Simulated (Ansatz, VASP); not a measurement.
Pt in VASP and in Ansatz

File INCAR:

```
PREC = Accurate
ENCUT = 520
EDIFF = 1E-6
ISMEAR = -1
SIGMA = 0.1
LREAL = F
LASPH = T
NELM = 100
ALGO = Normal
ISIF = 2
LWAVE = F
LCHARG = F
GGA = RP
NBANDS = 11
```

KPOINTS

```
Automatic mesh
0
Gamma
  22 22 22
```

The input POSCAR:

```
Pt
1.0
    0.0000000000      2.0490274518      2.0490274518
    2.0490274518      0.0000000000      2.0490274518
    2.0490274518      2.0490274518      0.0000000000
Pt
1
Direct
    0.0000000000      0.0000000000      0.0000000000
```

Input for Ansatz:

```yaml
crystal:
  lattice:
    - [0.0, 2.0490274518, 2.0490274518]
    - [2.0490274518, 0.0, 2.0490274518]
    - [2.0490274518, 2.0490274518, 0.0]
  atoms:
    - { symbol: Pt, position: [0.0, 0.0, 0.0] }
hamiltonian:
  xc: rpbe
  pseudopotentials:
    kind: paw
    azcp:
      Pt: "pseudopotentials/Pt.paw.azcp"
basis:
  ecutwfc: 420
  fft_grid_basis: typed
kpoints:
  mp_grid: { grid: [22, 22, 22], shift: [0, 0, 0] }
magnetization:
  spin_polarized: false
scf:
  occupations: { method: fermi_dirac, width: 0.1 }
output:
  stress: true
```

Alike in both runs: task single point; functional RPBE; k mesh 22 × 22 × 22; occupations fermi-dirac, width 0.1 eV; no spin polarisation.

|  | VASP | Ansatz |
| --- | --- | --- |
| version | VASP 6.6.1 | Ansatz 0.2.0 |
| potentials or method | VASP PAW PBE potentials, release 64 (Pt), cutoff 520 eV | plane waves (420 eV) with PAW, scalar-relativistic |
| valence electrons in the cell | 10 | 18 |

Ansatz gave:

* pressure (GPa): -14.1

Estimate VASP's values.

pressure (GPa): -14.4.

VASP's potentials were made for PBE, not for RPBE. The functional is the same, so the differences come from potentials, cutoffs and numerics. VASP's potentials hold 10 valence electrons a cell and Ansatz's 18, so a difference there can come from the potentials and not from the codes.

Neither program's run includes spin-orbit coupling.
